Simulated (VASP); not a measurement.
Set up this calculation in VASP 6.6.1, as the native input.

```yaml
Task: single point
Functional: PBEsol
Potentials_or_basis: VASP PAW PBE potentials, release 64 (Mo_sv, S)
Cutoff: 520 eV
k_mesh: 12 × 12 × 4
Occupations: methfessel-paxton, width 0.2 eV
Spin: no spin polarisation
Dipole_correction: no
Further_INCAR_settings: ALGO = Normal; EDIFF = 1e-06; NBANDS = 35
```

The structure of MoS2 lies in POSCAR:

```
MoS2
1.0
    3.3497889975      0.0000000000      0.0000000000
   -1.6748944988      2.9010023692      0.0000000000
    0.0000000000      0.0000000000     11.5872551214
Mo S
2 4
Direct
    0.3333333333      0.6666666667      0.2500000000
    0.6666666667      0.3333333333      0.7500000000
    0.3333333333      0.6666666667      0.6259932117
    0.6666666667      0.3333333333      0.1259932117
    0.3333333333      0.6666666667      0.8740067883
    0.6666666667      0.3333333333      0.3740067883
```

The input as run:

INCAR

```
PREC = Accurate ; ENCUT = 520
EDIFF = 1E-6 ; ISMEAR = 1
SIGMA = 0.2 ; LREAL = False
LASPH = True ; NELM = 80
ALGO = Normal ; ISIF = 2
LWAVE = False ; LCHARG = True
GGA = PS ; LELF = True
LVHAR = True ; NBANDS = 35
```

KPOINTS

```
regular mesh
0
Gamma
  12 12 4
```

Potentials or basis: VASP PAW PBE potentials, release 64 (Mo_sv, S).

Command:

```sh
$ cat potpaw_PBE.64/Mo_sv/POTCAR potpaw_PBE.64/S/POTCAR > POTCAR
$ mpirun -np 1 vasp_std > vasp.out
```

It gave:

```
Pressure               : -4.9 GPa
Largest force          : 0.985 eV/Å
Band gap on the k mesh : zero (bands 26 and 27 overlap by 0.44 eV)
```

Caveat: the stress differs along the axes, from -12 to 9 GPa; the PAW data sets were made with another functional, which shifts forces and pressure a little; this functional lacks dispersion, which binds layers or chains, so the pressure and a relaxed spacing across them are unreliable.

Wall time 120 s on 1 thread of Intel(R) Xeon(R) 6975P-C (Granite Rapids) (shared host), peak memory 0.34 GiB.
